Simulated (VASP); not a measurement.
A run of VASP 6.6.1:

Contents of INCAR:

```
AGGAC = 1.0
AGGAX = 1.0
ALDAC = 0.0
ALDAX = 1.0
ALGO = Normal
EDIFF = 1E-6
ENCUT = 520
GGA = B5
ISIF = 2
ISMEAR = -1
LASPH = T
LCHARG = F
LREAL = F
LWAVE = F
NBANDS = 13
NELM = 100
PREC = Accurate
SIGMA = 0.1
```

The input KPOINTS:

```
k-points
0
Gamma
  11 11 9
```

Contents of POSCAR:

```
Se
1.0
    3.7796044413      0.0000000000      0.0000000000
   -1.8898022207      3.2732334624      0.0000000000
    0.0000000000      0.0000000000      3.8418705328
Se
2
Direct
    0.3333333333      0.6666666667      0.2500000000
    0.6666666667      0.3333333333      0.7500000000
```

Potentials or basis: VASP PAW PBE potentials, release 64 (Se).

The run is started by

```bash
$ cat potpaw_PBE.64/Se/POTCAR > POTCAR
$ mpirun -np 1 vasp_std > vasp.out
```

Hardware: 1 thread of AMD EPYC 9R45 96-Core Processor (Zen 5), on a shared host.

Q: How long does it take, and how much memory?

A: Run time: 23 s on 1 thread of AMD EPYC 9R45 96-Core Processor (Zen 5), with other jobs on the host, peak memory 0.15 GiB. Counts: scf iterations 10, k points 80.
